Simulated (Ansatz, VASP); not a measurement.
Mg2ZnS3: VASP beside Ansatz

```
CELL_PARAMETERS angstrom
-1.98187 1.98187 8.43808
1.98187 -1.98187 8.43808
1.98187 1.98187 -8.43808
ATOMIC_POSITIONS crystal
Mg 0.83611 0.83611 0.00000
Mg 0.16389 0.16389 0.00000
Zn 0.50000 0.50000 0.00000
S 0.42194 0.92194 0.50000
S 0.07806 0.57806 0.50000
S 0.75000 0.25000 0.50000
```

Alike in both runs: task single point; functional PBEsol; k mesh 8 × 8 × 8; occupations gaussian, width 0.02 eV; no spin polarisation.

|  | VASP | Ansatz |
| --- | --- | --- |
| version | VASP 6.6.1 | Ansatz 0.2.0 |
| potentials or method | VASP PAW PBE potentials, release 64 (Mg, Zn, S), cutoff 520 eV | scalar-relativistic, plane waves, PAW |
| valence electrons in the cell | 34 | 50 |

Ansatz gave:

* gap on the k mesh at the Fermi level (eV): 2.63
* least direct gap on the mesh (eV): 2.63
* pressure (GPa): -1.9
* traceless stress, the component that is largest in VASP (GPa): 0.06
* rms of the force components (eV/Å): 0.054

**Question.** Which values does VASP return?

**Answer.** gap on the k mesh at the Fermi level (eV): 2.63; least direct gap on the mesh (eV): 2.63; pressure (GPa): -1.9; traceless stress, the component that is largest in VASP (GPa): 0.06; rms of the force components (eV/Å): 0.046.

VASP's potentials were made for PBE, not for PBEsol. Atom by atom the forces differ by 0.007 eV/Å (rms over components). VASP's potentials hold 34 valence electrons a cell and Ansatz's 50, so a difference there can come from the potentials and not from the codes.
